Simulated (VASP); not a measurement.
A run of VASP 6.6.1:

Contents of INCAR:

```
ALGO = Normal
EDIFF = 1E-8
ENCUT = 600
GGA = PS
IBRION = 6
ISIF = 3
ISMEAR = -1
LASPH = True
LCHARG = True
LREAL = False
LWAVE = False
NBANDS = 12
NELM = 80
NFREE = 2
NSW = 1
POTIM = 0.015
PREC = Accurate
SIGMA = 0.05
```

Contents of KPOINTS:

```
k-points
0
Gamma
  8 8 4
```

Contents of POSCAR:

```
Sb
1.0
    3.3545324186      0.0000000000      0.0000000000
   -1.6772662093      2.9051102923      0.0000000000
    0.0000000000      0.0000000000      5.4701606500
Sb
2
Direct
    0.6666666667      0.3333333333      0.7500000000
    0.3333333333      0.6666666667      0.2500000000
```

Potentials or basis: VASP PAW PBE potentials, release 64 (Sb).

Run with:

```bash
$ cat potpaw_PBE.64/Sb/POTCAR > POTCAR
$ mpirun -np 1 vasp_std > vasp.out
```

Hardware: 1 thread of Intel Xeon 8259CL, with other jobs on the host.

How long does it take, and how much memory?

Wall time 12 min on 1 thread of Intel Xeon 8259CL, on a shared host, peak memory 0.29 GiB. Counts: scf iterations 150, k points 30.
